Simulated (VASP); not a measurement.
# SiGe (P6_3mc) in VASP: further runs

Runs on SiGe. Level: PBEsol. Tasks: single point.

Program: VASP 6.6.1. These are calculated values, not measurements. Logs are shortened: lines on timing, memory, paths and dates and some standing lists are left out, and cuts for length are marked.

### Step 1. The cell of the first run

The structure is hexagonal, space group P6_3mc (No. 186). Conventional cell: a = 3.952 Å, b = 3.952 Å, c = 6.528 Å, α = 90.00°, β = 90.00°, γ = 120.00°. Within 3.2 Å of Si (site symmetry 3m) lie 4 Ge at 2.43 to 2.44 Å. Ge (site symmetry 3m) has 4 Si at 2.43 to 2.44 Å within 3.2 Å.

### Step 2. Single point, PBEsol (22.07 Å³/atom)

INCAR reads:

```
PREC     = Accurate       # precision mode
ENCUT    = 520            # plane-wave cutoff, eV
EDIFF    = 1E-7           # SCF threshold, eV
ISMEAR   = 0              # smearing method
SIGMA    = 0.03           # smearing width, eV
LREAL    = False          # projectors in reciprocal space
LASPH    = True           # aspherical terms in the spheres
NELM     = 80             # most SCF steps
ALGO     = Normal         # electronic algorithm
ISIF     = 2              # what is computed and relaxed
LWAVE    = False          # write WAVECAR
LCHARG   = False          # write CHGCAR
GGA      = PS             # functional
NBANDS   = 26             # bands
```

KPOINTS reads:

```
Automatic mesh
0
Gamma
  12 12 6
```

POSCAR reads:

```
SiGe
1.0
    3.9518118884      0.0000000000      0.0000000000
   -1.9759059442      3.4223694863      0.0000000000
    0.0000000000      0.0000000000      6.5279755676
Si Ge
2 2
Direct
    0.6666666667      0.3333333333      0.8745463082
    0.3333333333      0.6666666667      0.3745463082
    0.6666666667      0.3333333333      0.5004526918
    0.3333333333      0.6666666667      0.0004526918
```

Potentials or basis: VASP PAW PBE potentials, release 64 (Si, Ge_d).

Run with:

```bash
$ cat potpaw_PBE.64/Si/POTCAR potpaw_PBE.64/Ge_d/POTCAR > POTCAR
$ mpirun -np 1 vasp_std > vasp.out
```

OUTCAR:

```text
PREC = Accurate
   ENCUT = 520
   EDIFF = 1E-7
   ISMEAR = 0
   LREAL = False
   LASPH = True
   NELM = 80
   ISIF = 2
   GGA = PS

 ion  position               nearest neighbor table
   1  0.667  0.333  0.875-   4 2.43   4 2.43   4 2.43   3 2.44
   2  0.333  0.667  0.375-   3 2.43   3 2.43   3 2.43   4 2.44
   3  0.667  0.333  0.500-   2 2.43   2 2.43   2 2.43   1 2.44
   4  0.333  0.667  0.000-   1 2.43   1 2.43   1 2.43   2 2.44

  LATTYP: Found a hexagonal cell.
 ALAT       =     3.9518118884
 C/A-ratio  =     1.6518943087

  Lattice vectors:

 A1 = (   3.9518118884,   0.0000000000,   0.0000000000)
 A2 = (  -1.9759059442,   3.4223694863,   0.0000000000)
 A3 = (   0.0000000000,   0.0000000000,   6.5279755676)

Analysis of symmetry for initial positions (statically):
=====================================================================
 Subroutine PRICEL returns:
 Original cell was already a primitive cell.

 Routine SETGRP: Setting up the symmetry group for a
 hexagonal supercell.

 Subroutine GETGRP returns: Found 12 space group operations
 (whereof  6 operations were pure point group operations)
 out of a pool of 24 trial point group operations.

The static configuration has the point symmetry C_3v.
 The point group associated with its full space group is C_6v.

Analysis of symmetry for dynamics (positions and initial velocities):
=====================================================================
 Subroutine PRICEL returns:
 Original cell was already a primitive cell.

 Routine SETGRP: Setting up the symmetry group for a
 hexagonal supercell.

 Subroutine GETGRP returns: Found 12 space group operations
 (whereof  6 operations were pure point group operations)
 out of a pool of 24 trial point group operations.

The dynamic configuration has the point symmetry C_3v.
 The point group associated with its full space group is C_6v.

 Subroutine INISYM returns: Found 12 space group operations
 (whereof  6 operations are pure point group operations),
 and found     1 'primitive' translations

----------------------------------------------------------------------------------------

                                     Primitive cell

  volume of cell :      88.2880

  direct lattice vectors                    reciprocal lattice vectors
     3.951811888  0.000000000  0.000000000     0.253048482  0.146097609  0.000000000
    -1.975905944  3.422369486  0.000000000     0.000000000  0.292195219  0.000000000
     0.000000000  0.000000000  6.527975568     0.000000000  0.000000000  0.153186848

  length of vectors
     3.951811888  3.951811888  6.527975568     0.292195219  0.292195219  0.153186848

  position of ions in fractional coordinates (direct lattice)
     0.666666667  0.333333333  0.874546308
     0.333333333  0.666666667  0.374546308
     0.666666667  0.333333333  0.500452692
     0.333333333  0.666666667  0.000452692

  ion indices of the primitive-cell ions
   primitive index   ion index
                 1           1
                 2           2
                 3           3
                 4           4

----------------------------------------------------------------------------------------

 KPOINTS: Automatic mesh

Automatic generation of k-mesh.
 Grid dimensions read from file:
 generate k-points for:   12   12    6

 Generating k-lattice:

  Cartesian coordinates                     Fractional coordinates (reciprocal lattice)
     0.021087374  0.012174801  0.000000000     0.083333333  0.000000000  0.000000000
     0.000000000  0.024349602  0.000000000     0.000000000  0.083333333  0.000000000
     0.000000000  0.000000000  0.025531141     0.000000000  0.000000000  0.166666667

  Length of vectors
     0.024349602  0.024349602  0.025531141

  Shift w.r.t. Gamma in fractional coordinates (k-lattice)
     0.000000000  0.000000000  0.000000000

 Subroutine IBZKPT returns following result:
 ===========================================

 Found     76 irreducible k-points:

 Following reciprocal coordinates:
            Coordinates               Weight
  0.000000  0.000000  0.000000      1.000000
  0.083333 -0.000000  0.000000      6.000000
  0.166667 -0.000000  0.000000      6.000000
  0.250000 -0.000000  0.000000      6.000000
  0.333333  0.000000  0.000000      6.000000
  0.416667 -0.000000  0.000000      6.000000
[... 16 lines left out ...]
  0.250000 -0.000000  0.166667     12.000000
  0.333333  0.000000  0.166667     12.000000
 [... further k-points ...]
   k-points           NKPTS =     76   k-points in BZ     NKDIM =     76   number of bands    NBANDS=     26
   number of dos      NEDOS =    301   number of ions     NIONS =      4
   total plane-waves  NPLWV =  45000
   dimension x,y,z NGX =    30 NGY =   30 NGZ =   50
   dimension x,y,z NGXF=    60 NGYF=   60 NGZF=  100
   ions per type =               2   2
   NGX,Y,Z   is equivalent  to a cutoff of  12.62, 12.62, 12.73 a.u.
   NGXF,Y,Z  is equivalent  to a cutoff of  25.24, 25.24, 25.47 a.u.
 SYSTEM =  unknown system
   PREC   = accura    normal or accurate (medium, high low for compatibility)
   ISTART =      0    job   : 0-new  1-cont  2-samecut
   ICHARG =      2    charge: 1-file 2-atom 10-const
   ISPIN  =      1    spin polarized calculation?
   LNONCOLLINEAR =      F non collinear calculations
   LSORBIT =      F    spin-orbit coupling
   LASPH  =      T    aspherical Exc in radial PAW
   ENCUT  =  520.0 eV  38.22 Ry    6.18 a.u.   7.35  7.35 12.14*2*pi/ulx,y,z
   NELM   =     80;   NELMIN=  2; NELMDL= -5     # of ELM steps
   EDIFF  = 0.1E-06   stopping-criterion for ELM
   LREAL  =      F    real-space projection
   EDIFFG = 0.1E-05   stopping-criterion for IOM
   NSW    =      0    number of steps for IOM
   IBRION =     -1    ionic relax: 0-MD 1-quasi-New 2-CG
   NFREE  =      0    steps in history (QN), initial steepest desc. (CG)
   ISIF   =      2    stress and relaxation
   ISYM   =      2    0-nonsym 1-usesym 2-fastsym
   POTIM  = 0.5000    time-step for ionic-motion
   TEBEG  =    0.0;   TEEND  =   0.0 temperature during run
   PSTRESS=    0.0 pullay stress
   NELECT =      36.0000    total number of electrons
   NUPDOWN=      -1.0000    fix difference up-down
   EMIN   =  10.00;   EMAX   =-10.00  energy-range for DOS
   EFERMI =   0.00;   METHOD = LEGACY
   ISMEAR =     0;   SIGMA  =   0.03  broadening in eV -4-tet -1-fermi 0-gaus
   EFERMI_NEDOS =   21; number of points for ismear=-14 and -15
   IALGO  =     38    algorithm
   IMIX   =      4    mixing-type and parameters
     AMIX     =   0.40;   BMIX     =  1.00
     AMIX_MAG =   1.60;   BMIX_MAG =  1.00
  volume/ion in A,a.u.               =      22.07       148.95
  Fermi-wavevector in a.u.,A,eV,Ry     =   1.213971  2.294073 20.051266  1.473726
  Thomas-Fermi vector in A             =   2.349406
   LORBIT       =      0    0 simple, 1 ext, 2 COOP (PROOUT), +10 PAW based schemes
   GGA     = PS    functional components
   LHFCALC =     F    Hartree Fock is set to
   AEXX    =    0.0000 exact exchange contribution
   IVDW    =     0    specifies the selected vdW correction
   LEPSILON=     F    determine dielectric tensor
   LRPA    =     F    only Hartree local field effects (RPA)
 non-spin polarized calculation
 Gauss-broadening in eV      SIGMA  =   0.03
  energy-cutoff  :      520.00
  volume of cell :       88.29
 maximum number of plane-waves:      2414
 NGX is ok and might be reduce to    30
   NGX = 15   NGY = 15   NGZ = 25

 number of electron      36.0000037 magnetization

 Free energy of the ion-electron system (eV)
  ---------------------------------------------------
  ext. energy  EPLUGINS =         0.00000000
  ---------------------------------------------------
  free energy    TOTEN  =       -21.22954178 eV

  energy without entropy =      -21.22954178  energy(sigma->0) =      -21.22954178

 E-fermi :   5.3193     XC(G=0):  -9.7119

 val. band max:        5.1612853454   @ k =   0.0000   0.0000   0.0000
 cond. band min:       5.4643640817   @ k =   0.0000   0.0000   0.0000
 fundamental gap:      0.3030787363
 Fermi energy:         5.3192571367

 k-point     1 :       0.0000    0.0000    0.0000
  band No.  band energies     occupation
      1     -19.3278      2.00000
      2     -19.3277      2.00000
      3     -19.3247      2.00000
      4     -19.3247      2.00000
      5     -19.3222      2.00000
      6     -19.3222      2.00000
[... 18 lines left out ...]
     25       9.3850      0.00000
     26      11.5298      0.00000

 k-point     2 :       0.0833   -0.0000    0.0000
  band No.  band energies     occupation
      1     -19.3278      2.00000
      2     -19.3275      2.00000
      3     -19.3248      2.00000
      4     -19.3243      2.00000
      5     -19.3220      2.00000
      6     -19.3218      2.00000
[... 18 lines left out ...]
     25       9.6860      0.00000
     26      11.0928      0.00000

 k-point     3 :       0.1667   -0.0000    0.0000
  band No.  band energies     occupation
      1     -19.3281      2.00000
      2     -19.3266      2.00000
      3     -19.3250      2.00000
      4     -19.3235      2.00000
      5     -19.3214      2.00000
      6     -19.3207      2.00000
[... 18 lines left out ...]
     25      10.3053      0.00000
     26      10.4730      0.00000

 k-point     4 :       0.2500   -0.0000    0.0000
  band No.  band energies     occupation
      1     -19.3289      2.00000
      2     -19.3258      2.00000
      3     -19.3251      2.00000
      4     -19.3225      2.00000
      5     -19.3203      2.00000
      6     -19.3193      2.00000
[... 18 lines left out ...]
     25      11.4497      0.00000
     26      11.5523      0.00000
[... 496 lines left out ...]
      1     -19.3281      2.00000
      2     -19.3269      2.00000
      3     -19.3246      2.00000
      4     -19.3233      2.00000
      5     -19.3216      2.00000
      6     -19.3209      2.00000
[... 18 lines left out ...]
     25      10.2659      0.00000
     26      10.7546      0.00000

 k-point    23 :       0.2500   -0.0000    0.1667
  band No.  band energies     occupation
      1     -19.3289      2.00000
      2     -19.3267      2.00000
      3     -19.3241      2.00000
      4     -19.3223      2.00000
      5     -19.3205      2.00000
      6     -19.3195      2.00000
[... 18 lines left out ...]
     25      11.1897      0.00000
     26      11.3082      0.00000

 k-point    24 :       0.3333    0.0000    0.1667
  band No.  band energies     occupation
      1     -19.3298      2.00000
      2     -19.3270      2.00000
      3     -19.3233      2.00000
      4     -19.3214      2.00000
      5     -19.3193      2.00000
      6     -19.3182      2.00000
[... 18 lines left out ...]
     25      11.9961      0.00000
     26      12.4123      0.00000

 [... further k-points ...]
[... 5 lines left out ...]
  --------------------------------------------------------------------------------------
  -------------------------------------------------------------------------------------
  Total       -1.6036738     -1.6036738     -1.6125947      0.0000000      0.0000000      0.0000000
  in kB      -29.1021414    -29.1021414    -29.2640291      0.0000000      0.0000000      0.0000000
  external PRESSURE =     -29.1561040 kB  Pullay stress =       0.0000000 kB

 VOLUME and BASIS-vectors are now :
 -----------------------------------------------------------------------------
  energy-cutoff  :      520.00
  volume of cell :       88.29
      direct lattice vectors                 reciprocal lattice vectors
     3.951811888  0.000000000  0.000000000     0.253048482  0.146097609  0.000000000
    -1.975905944  3.422369486  0.000000000     0.000000000  0.292195219  0.000000000
     0.000000000  0.000000000  6.527975568     0.000000000  0.000000000  0.153186848

 POSITION                                       TOTAL-FORCE (eV/Angst)
 -----------------------------------------------------------------------------------
      1.97591      1.14079      5.70902        -0.000000      0.000000      0.014421
     -0.00000      2.28158      2.44503        -0.000000     -0.000000      0.014421
      1.97591      1.14079      3.26694         0.000000      0.000000     -0.014421
     -0.00000      2.28158      0.00296        -0.000000      0.000000     -0.014421
 -----------------------------------------------------------------------------------
    total drift:                               -0.000000     -0.000000     -0.000613

  FREE ENERGIE OF THE ION-ELECTRON SYSTEM (eV)
  ---------------------------------------------------
  free  energy   TOTEN  =       -21.2295417780 eV

  energy  without entropy=      -21.2295417780  energy(sigma->0) =      -21.22954178
```

Wall time 100 s (1 thread of Intel Xeon Platinum 8488C (Sapphire Rapids), shared host); peak memory 0.29 GiB.

What came out:

```
Free energy            : -21.2295 eV
Pressure               : -2.9 GPa
Largest force          : 0.014 eV/Å
Band gap on the k mesh : 0.30 eV
```

Forces on the atoms (eV/Å):
```
Si   0.000  0.000  0.014
Si   0.000  0.000  0.014
Ge   0.000  0.000 -0.014
Ge   0.000  0.000 -0.014
```

Caveat: the PAW data sets were made with another functional, which shifts forces and pressure a little. A k mesh can miss the band edges.

### Step 3. Single point, PBEsol (22.07 Å³/atom)

INCAR reads:

```
PREC = Accurate
ENCUT = 520
EDIFF = 1E-6
ISMEAR = 0
SIGMA = 0.03
LREAL = False
LASPH = True
NELM = 80
ALGO = Normal
ISIF = 2
LWAVE = False
LCHARG = True
GGA = PS
LELF = True
LVHAR = True
NBANDS = 26
```

KPOINTS is that of step 2.

POSCAR reads:

```
SiGe
1.0
    3.8337179178      0.0000000000      0.0000000000
   -1.9168589589      3.3200971077      0.0000000000
    0.0000000000      0.0000000000      6.9363458286
Si Ge
2 2
Direct
    0.6666666667      0.3333333333      0.8745463082
    0.3333333333      0.6666666667      0.3745463082
    0.6666666667      0.3333333333      0.5004526918
    0.3333333333      0.6666666667      0.0004526918
```

Potentials or basis: VASP PAW PBE potentials, release 64 (Si, Ge_d).

Run with:

```bash
$ cat potpaw_PBE.64/Si/POTCAR potpaw_PBE.64/Ge_d/POTCAR > POTCAR
$ mpirun -np 1 vasp_std > vasp.out
```

OUTCAR:

```text
PREC = Accurate
   ENCUT = 520
   EDIFF = 1E-6
   ISMEAR = 0
   LREAL = False
   LASPH = True
   NELM = 80
   ISIF = 2
   GGA = PS

 ion  position               nearest neighbor table
   1  0.667  0.333  0.875-   4 2.38   4 2.38   4 2.38   3 2.59
   2  0.333  0.667  0.375-   3 2.38   3 2.38   3 2.38   4 2.59
   3  0.667  0.333  0.500-   2 2.38   2 2.38   2 2.38   1 2.59
   4  0.333  0.667  0.000-   1 2.38   1 2.38   1 2.38   2 2.59

  LATTYP: Found a hexagonal cell.
 ALAT       =     3.8337179178
[... 889 lines left out ...]
     25      12.2314      0.00000
     26      12.5027      0.00000

 [... further k-points ...]
[... 5 lines left out ...]
  --------------------------------------------------------------------------------------
  -------------------------------------------------------------------------------------
  Total        1.5983680      1.5983680     -6.4648506      0.0000000      0.0000000      0.0000000
  in kB       29.0058548     29.0058548   -117.3187414      0.0000000      0.0000000      0.0000000
  external PRESSURE =     -19.7690106 kB  Pullay stress =       0.0000000 kB

 VOLUME and BASIS-vectors are now :
 -----------------------------------------------------------------------------
  energy-cutoff  :      520.00
  volume of cell :       88.29
      direct lattice vectors                 reciprocal lattice vectors
     3.833717918  0.000000000  0.000000000     0.260843396  0.150598005  0.000000000
    -1.916858959  3.320097108  0.000000000     0.000000000  0.301196010  0.000000000
     0.000000000  0.000000000  6.936345829     0.000000000  0.000000000  0.144168129

 POSITION                                       TOTAL-FORCE (eV/Angst)
 -----------------------------------------------------------------------------------
      1.91686      1.10670      6.06616        -0.000000      0.000000     -0.508170
     -0.00000      2.21340      2.59798         0.000000      0.000000     -0.508170
      1.91686      1.10670      3.47131         0.000000      0.000000      0.508170
     -0.00000      2.21340      0.00314        -0.000000      0.000000      0.508170
 -----------------------------------------------------------------------------------
    total drift:                                0.000000      0.000000     -0.000274

  FREE ENERGIE OF THE ION-ELECTRON SYSTEM (eV)
  ---------------------------------------------------
  free  energy   TOTEN  =       -20.9736867454 eV

  energy  without entropy=      -20.9736788055  energy(sigma->0) =      -20.97368278
```

stdout:

```text
POSCAR found type information on POSCAR SiGe
 POSCAR found :  2 types and       4 ions
 scaLAPACK will be used
 -----------------------------------------------------------------------------
|                                                                             |
|                                                                             |
|     You enforced a specific xc type in the INCAR file but a different       |
|     I HOPE YOU KNOW WHAT YOU ARE DOING!                                     |
|                                                                             |
 -----------------------------------------------------------------------------

 LDA part: xc-table for (Slater+PW92), standard interpolation
 POSCAR, INCAR and KPOINTS ok, starting setup
 FFT: planning ... GRIDC
 FFT: planning ... GRID_SOFT
 FFT: planning ... GRID
 WAVECAR not read
 entering main loop
```

Run time: 1.7 min. Hardware: 1 thread of Intel Xeon Platinum 8488C (Sapphire Rapids), shared host; peak memory 0.29 GiB.

Results:

| Quantity | Value |
| --- | --- |
| Free energy | -20.9737 eV |
| Pressure | -2.0 GPa |
| Largest force | 0.508 eV/Å |
| Band gap on the k mesh | 0.08 eV |

Forces on the atoms (eV/Å):
```
Si   0.000  0.000 -0.508
Si   0.000  0.000 -0.508
Ge   0.000  0.000  0.508
Ge   0.000  0.000  0.508
```

Caveat: the PAW data sets were made with another functional, which shifts forces and pressure a little. A k mesh can miss the band edges.
